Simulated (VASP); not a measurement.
# Sb (P-1) in VASP: single point with PBE

Aim: the single point of Sb with PBE.

Everything below comes from runs of VASP 6.6.1. Logs are shortened: lines on timing, memory, paths and dates and some standing lists are left out, and cuts for length are marked.

### 1 The cell of the first run

The typed cell holds 2 atoms: a = 4.493 Å, b = 4.493 Å, c = 4.493 Å, α = 57.20°, β = 57.20°, γ = 57.20°.

### 2 Single point, PBE (atom 1 (Sb) moved by (-0.300, -0.300) A along [1 1 0] and z)

Contents of INCAR:

```
SYSTEM = Sb
PREC = Accurate ; ENCUT = 520
EDIFF = 1E-7 ; ISMEAR = 0
SIGMA = 0.15 ; LREAL = .FALSE.
LASPH = .TRUE. ; NELM = 60
ALGO = Normal ; ISIF = 2
LWAVE = .FALSE. ; LCHARG = .FALSE.
GGA = PE ; NBANDS = 12
```

Contents of KPOINTS:

```
regular mesh
0
G
  12 12 12
  0 0 0
```

Contents of POSCAR:

```
Sb
1.0
    2.1506003320      1.2416496806      3.7440000000
   -2.1506003320      1.2416496806      3.7440000000
    0.0000000000     -2.4832993611      3.7440000000
Sb
2
Direct
    0.1291368501      0.2277753703      0.2638795745
    0.7663600000      0.7663600000      0.7663600000
```

Potentials or basis: VASP PAW PBE potentials, release 64 (Sb).

Command:

```sh
$ cat potpaw_PBE.64/Sb/POTCAR > POTCAR
$ mpirun -np 1 vasp_std > vasp.out
```

OUTCAR:

```text
SYSTEM = Sb
   PREC = Accurate
   ENCUT = 520
   EDIFF = 1E-7
   ISMEAR = 0
   LREAL = .FALSE.
   LASPH = .TRUE.
   NELM = 60
   ISIF = 2
   GGA = PE

 ion  position               nearest neighbor table
   1  0.129  0.228  0.264-   2 2.58   2 2.71   2 3.02   2 3.36   2 3.62   2 3.71
   2  0.766  0.766  0.766-   1 2.58   1 2.71   1 3.02   1 3.36   1 3.62   1 3.71

  LATTYP: Found a trigonal (rhomboedric) cell.
 ALAT       =     4.4926953733
 COS(alpha) =     0.5417151843

  Lattice vectors:

 A1 = (   2.1506003320,   1.2416496806,   3.7440000000)
 A2 = (  -2.1506003320,   1.2416496806,   3.7440000000)
 A3 = (   0.0000000000,  -2.4832993611,   3.7440000000)

Analysis of symmetry for initial positions (statically):
=====================================================================
 Subroutine PRICEL returns:
 Original cell was already a primitive cell.

 Routine SETGRP: Setting up the symmetry group for a
 trigonal (rhombohedral) supercell.

 Subroutine GETGRP returns: Found  2 space group operations
 (whereof  1 operations were pure point group operations)
 out of a pool of 12 trial point group operations.

The static configuration has the point symmetry C_1 .
 The point group associated with its full space group is S_2 .

Analysis of symmetry for dynamics (positions and initial velocities):
=====================================================================
 Subroutine PRICEL returns:
 Original cell was already a primitive cell.

 Routine SETGRP: Setting up the symmetry group for a
 trigonal (rhombohedral) supercell.

 Subroutine GETGRP returns: Found  2 space group operations
 (whereof  1 operations were pure point group operations)
 out of a pool of 12 trial point group operations.

The dynamic configuration has the point symmetry C_1 .
 The point group associated with its full space group is S_2 .

 Subroutine INISYM returns: Found  2 space group operations
 (whereof  1 operations are pure point group operations),
 and found     1 'primitive' translations

----------------------------------------------------------------------------------------

                                     Primitive cell

  volume of cell :      59.9854

  direct lattice vectors                    reciprocal lattice vectors
     2.150600332  1.241649681  3.744000000     0.232493222  0.134230024  0.089031339
    -2.150600332  1.241649681  3.744000000    -0.232493222  0.134230024  0.089031339
     0.000000000 -2.483299361  3.744000000     0.000000000 -0.268460048  0.089031339

  length of vectors
[... 88 lines left out ...]
   ISIF   =      2    stress and relaxation
   ISYM   =      2    0-nonsym 1-usesym 2-fastsym
   POTIM  = 0.5000    time-step for ionic-motion
   TEBEG  =    0.0;   TEEND  =   0.0 temperature during run
   PSTRESS=    0.0 pullay stress
   NELECT =      10.0000    total number of electrons
   NUPDOWN=      -1.0000    fix difference up-down
   EMIN   =  10.00;   EMAX   =-10.00  energy-range for DOS
   EFERMI =   0.00;   METHOD = LEGACY
   ISMEAR =     0;   SIGMA  =   0.15  broadening in eV -4-tet -1-fermi 0-gaus
   EFERMI_NEDOS =   21; number of points for ismear=-14 and -15
   IALGO  =     38    algorithm
   IMIX   =      4    mixing-type and parameters
     AMIX     =   0.40;   BMIX     =  1.00
     AMIX_MAG =   1.60;   BMIX_MAG =  1.00
  volume/ion in A,a.u.               =      29.99       202.40
  Fermi-wavevector in a.u.,A,eV,Ry     =   0.901003  1.702649 11.045295  0.811806
  Thomas-Fermi vector in A             =   2.024030
   LORBIT       =      0    0 simple, 1 ext, 2 COOP (PROOUT), +10 PAW based schemes
   GGA     = PE    functional components
   LHFCALC =     F    Hartree Fock is set to
   AEXX    =    0.0000 exact exchange contribution
   IVDW    =     0    specifies the selected vdW correction
   LEPSILON=     F    determine dielectric tensor
   LRPA    =     F    only Hartree local field effects (RPA)
 non-spin polarized calculation
 Gauss-broadening in eV      SIGMA  =   0.15
  energy-cutoff  :      520.00
  volume of cell :       59.99
 maximum number of plane-waves:      1627
 NGX is ok and might be reduce to    36
   NGX = 17   NGY = 17   NGZ = 17

 number of electron      10.0000000 magnetization

 Free energy of the ion-electron system (eV)
  ---------------------------------------------------
  ext. energy  EPLUGINS =         0.00000000
  ---------------------------------------------------
  free energy    TOTEN  =        -7.58809967 eV

  energy without entropy =       -7.58401628  energy(sigma->0) =       -7.58605797

 E-fermi :   7.3082     XC(G=0):  -9.4941

 val. band max:        7.3036223200   @ k =   0.1667   0.1667   0.3333
 cond. band min:       7.3119612144   @ k =   0.0833   0.0833   0.4167
 fundamental gap:      0.0083388944
 Fermi energy:         7.3081804854

 k-point     1 :       0.0000    0.0000    0.0000
  band No.  band energies     occupation
      1      -5.8491      2.00000
      2       2.9560      2.00000
      3       4.4946      2.00000
      4       5.7697      2.00000
      5       6.0621      2.00000
      6       8.1110      0.00000
      7       8.7560      0.00000
      8      10.7824      0.00000
      9      12.3083      0.00000
     10      13.5777      0.00000
     11      13.6059      0.00000
     12      13.8770      0.00000
[... 331 lines left out ...]
 k-point    24 :      -0.1667   -0.0000   -0.0833
  band No.  band energies     occupation
      1      -5.6054      2.00000
      2       1.9084      2.00000
      3       4.2101      2.00000
      4       5.4362      2.00000
      5       6.6331      2.00000
      6       8.2174      0.00000
      7       8.7283      0.00000
      8      10.4734      0.00000
      9      12.0075      0.00000
     10      13.0627      0.00000
     11      13.4326      0.00000
     12      14.8892      0.00000

 [... further k-points ...]
[... 5 lines left out ...]
  --------------------------------------------------------------------------------------
  -------------------------------------------------------------------------------------
  Total        2.6885067      6.4171533      2.9731319     -1.4869900      1.9208843      1.1441651
  in kB       71.8084948    171.3985400     79.4106745    -39.7166625     51.3057332     30.5600023
  external PRESSURE =     107.5392364 kB  Pullay stress =       0.0000000 kB

 VOLUME and BASIS-vectors are now :
 -----------------------------------------------------------------------------
  energy-cutoff  :      520.00
  volume of cell :       59.99
      direct lattice vectors                 reciprocal lattice vectors
     2.150600332  1.241649681  3.744000000     0.232493222  0.134230024  0.089031339
    -2.150600332  1.241649681  3.744000000    -0.232493222  0.134230024  0.089031339
     0.000000000 -2.483299361  3.744000000     0.000000000 -0.268460048  0.089031339

 POSITION                                       TOTAL-FORCE (eV/Angst)
 -----------------------------------------------------------------------------------
     -0.21213     -0.21213      2.32424         1.009356      1.656460      2.762307
      0.00000      0.00000      8.60776        -1.009356     -1.656460     -2.762307
 -----------------------------------------------------------------------------------
    total drift:                                0.000000      0.000000     -0.000001

  FREE ENERGIE OF THE ION-ELECTRON SYSTEM (eV)
  ---------------------------------------------------
  free  energy   TOTEN  =        -7.5880996658 eV

  energy  without entropy=       -7.5840162836  energy(sigma->0) =       -7.58605797
```

It took 8.9 min on 1 thread of AMD EPYC 7R43 (Zen 3), shared host; peak memory 0.59 GiB.

What came out:

| Property | Result |
| --- | --- |
| Free energy | -7.5881 eV |
| Pressure | 10.8 GPa |
| Largest force | 3.375 eV/Å |
| Band gap on the k mesh | zero (bands 5 and 6 overlap by 0.49 eV) |

Forces on the atoms (eV/Å):
```
Sb   1.009  1.656  2.762
Sb  -1.009 -1.656 -2.762
```

Stress tensor (GPa, compression positive):
```
 7.18 -3.97  3.06
-3.97 17.14  5.13
 3.06  5.13  7.94
```

Levels at points of the mesh, in eV from the Fermi level:
```
           k point  band 1  band 2  band 3  band 4  band 5  band 6  band 7  band 8  band 9  band 10
(0.00, 0.00, 0.00)  -13.16   -4.35   -2.81   -1.54   -1.25    0.80    1.45    3.47    5.00     6.27
(0.50, 0.00, 0.00)  -11.59   -8.52   -3.22   -1.96   -0.80   -0.17    1.21    1.81    6.97     8.54
(0.00, 0.50, 0.00)  -10.81   -9.86   -2.63   -2.30   -0.42   -0.06    1.46    2.06    7.49     8.48
(0.00, 0.00, 0.50)  -10.41  -10.32   -2.55   -2.37   -0.41   -0.02    1.77    1.80    7.76     8.13
(0.50, 0.50, 0.00)  -10.38   -9.42   -4.28   -3.77   -3.55    1.06    5.57    6.16    7.86     8.81
(0.50, 0.00, 0.50)  -10.78   -8.77   -4.63   -3.74   -3.36    0.66    5.81    6.45    7.43     8.81
(0.00, 0.50, 0.50)  -11.27   -7.34   -5.54   -4.27   -2.74    0.24    5.63    6.78    7.19     8.78
(0.50, 0.50, 0.50)  -12.10   -7.99   -2.84   -1.26   -0.93   -0.29    1.54    1.93    6.39     8.39
```

Caveat: the cell differs from its parent crystal (atom 1 (Sb) moved by (-0.300, -0.300) A along [1 1 0] and z); the cell stands under pressure; spin-orbit coupling is left out, which moves the levels of the heavy elements; forces of over 1 eV/Å act on the atoms, so gaps and moduli don't describe the material at rest.
